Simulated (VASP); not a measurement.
# Zn (P6_3/mmc) in VASP: further runs, part 2 of 2

VASP 6.6.1.

**3. Single point, PBEsol (strain +0.000 along x and y, -0.015 along z)**

INCAR reads:

```
SYSTEM = Zn
ALGO = Fast
EDIFF = 1E-6
ENCUT = 520
GGA = PS
ISIF = 2
ISMEAR = 0
LASPH = .TRUE.
LCHARG = .FALSE.
LREAL = .FALSE.
LWAVE = .FALSE.
NBANDS = 19
NELM = 60
PREC = Accurate
SIGMA = 0.15
```

KPOINTS reads:

```
k-points
0
G
  24 24 10
  0 0 0
```

POSCAR reads:

```
Zn
1.0
    2.6647980532      0.0000000000      0.0000000000
   -1.3323990266      2.3077828100      0.0000000000
    0.0000000000      0.0000000000      4.8724995000
Zn
2
Direct
    0.3333333333      0.6666666667      0.2500000000
    0.6666666667      0.3333333333      0.7500000000
```

Potentials or basis: VASP PAW PBE potentials, release 64 (Zn).

The run is started by

```sh
$ cat potpaw_PBE.64/Zn/POTCAR > POTCAR
$ mpirun -np 1 vasp_std > vasp.out
```

OUTCAR:

```text
SYSTEM = Zn
   EDIFF = 1E-6
   ENCUT = 520
   GGA = PS
   ISIF = 2
   ISMEAR = 0
   LASPH = .TRUE.
   LREAL = .FALSE.
   NELM = 60
   PREC = Accurate

 ion  position               nearest neighbor table
   1  0.333  0.667  0.250-   2 2.88   2 2.88   2 2.88   2 2.88   2 2.88   2 2.88
   2  0.667  0.333  0.750-   1 2.88   1 2.88   1 2.88   1 2.88   1 2.88   1 2.88

  LATTYP: Found a hexagonal cell.
 ALAT       =     2.6647980532
 C/A-ratio  =     1.8284685754

  Lattice vectors:

 A1 = (   2.6647980532,   0.0000000000,   0.0000000000)
 A2 = (  -1.3323990266,   2.3077828100,   0.0000000000)
 A3 = (   0.0000000000,   0.0000000000,   4.8724995000)

Analysis of symmetry for initial positions (statically):
=====================================================================
 Subroutine PRICEL returns:
 Original cell was already a primitive cell.

 Routine SETGRP: Setting up the symmetry group for a
 hexagonal supercell.

 Subroutine GETGRP returns: Found 24 space group operations
 (whereof 12 operations were pure point group operations)
 out of a pool of 24 trial point group operations.

The static configuration has the point symmetry D_3d.
[... 162 lines left out ...]

  energy without entropy =       -3.14337739  energy(sigma->0) =       -3.14596150

 E-fermi :   3.0958     XC(G=0): -11.7825

 val. band max:        3.0870369313   @ k =   0.3333   0.2917   0.1000
 cond. band min:       3.1043521642   @ k =   0.2917   0.1250   0.0000
 fundamental gap:      0.0173152329
 Fermi energy:         3.0958469373

 k-point     1 :       0.0000    0.0000    0.0000
  band No.  band energies     occupation
      1      -7.4854      2.00000
      2      -5.5761      2.00000
      3      -4.8521      2.00000
      4      -4.6346      2.00000
      5      -4.6346      2.00000
      6      -4.5789      2.00000
[... 505 lines left out ...]
      6      -4.4841      2.00000
[... 11 lines left out ...]
     18      17.9278      0.00000
     19      18.0964      0.00000

 [... further k-points ...]

------------------------ aborting loop because EDIFF is reached ----------------------------------------

  FORCE on cell =-STRESS in cart. coord.  units (eV):
  Direction    XX          YY          ZZ          XY          YZ          ZX
  --------------------------------------------------------------------------------------
  -------------------------------------------------------------------------------------
  Total       -0.9036942     -0.9036942     -0.4026742      0.0000000      0.0000000      0.0000000
  in kB      -48.3193453    -48.3193453    -21.5304593      0.0000000      0.0000000      0.0000000
  external PRESSURE =     -39.3897167 kB  Pullay stress =       0.0000000 kB

 VOLUME and BASIS-vectors are now :
 -----------------------------------------------------------------------------
  energy-cutoff  :      520.00
  volume of cell :       29.96
      direct lattice vectors                 reciprocal lattice vectors
     2.664798053  0.000000000  0.000000000     0.375262958  0.216658170  0.000000000
    -1.332399027  2.307782810  0.000000000     0.000000000  0.433316340  0.000000000
     0.000000000  0.000000000  4.872499500     0.000000000  0.000000000  0.205233474

 POSITION                                       TOTAL-FORCE (eV/Angst)
 -----------------------------------------------------------------------------------
     -0.00000      1.53852      1.21812         0.000000      0.000000      0.000000
      1.33240      0.76926      3.65437        -0.000000     -0.000000      0.000000
 -----------------------------------------------------------------------------------
    total drift:                                0.000000     -0.000000      0.000000

  FREE ENERGIE OF THE ION-ELECTRON SYSTEM (eV)
  ---------------------------------------------------
  free  energy   TOTEN  =        -3.1485456060 eV

  energy  without entropy=       -3.1433773884  energy(sigma->0) =       -3.14596150
```

stdout:

```text
POSCAR found type information on POSCAR Zn
 POSCAR found :  1 types and       2 ions
 scaLAPACK will be used
 -----------------------------------------------------------------------------
|                                                                             |
|                                                                             |
|     You enforced a specific xc type in the INCAR file but a different       |
|     I HOPE YOU KNOW WHAT YOU ARE DOING!                                     |
|                                                                             |
 -----------------------------------------------------------------------------

 LDA part: xc-table for (Slater+PW92), standard interpolation
 POSCAR, INCAR and KPOINTS ok, starting setup
 FFT: planning ... GRIDC
 FFT: planning ... GRID_SOFT
 FFT: planning ... GRID
 WAVECAR not read
 entering main loop
WARNING in EDDRMM: call to ZHEGV failed, returncode =   8  4     15
WARNING in EDDRMM: call to ZHEGV failed, returncode =   8  4     17
WARNING in EDDRMM: call to ZHEGV failed, returncode =   6  3     19
```

It took 1.9 min on 1 thread of Intel Xeon Platinum 8488C (Sapphire Rapids), shared host; peak memory 0.27 GiB.

What came out:

```yaml
Free_energy: -3.1485 eV
Pressure: -3.9 GPa
Band_gap_on_the_k_mesh: zero (bands 12 and 13 overlap by 4.24 eV)
```

Caveat: the cell differs from its parent crystal (strain +0.000 along x and y, -0.015 along z); the cell stands under tension; the PAW data sets were made with another functional, which shifts forces and pressure a little.
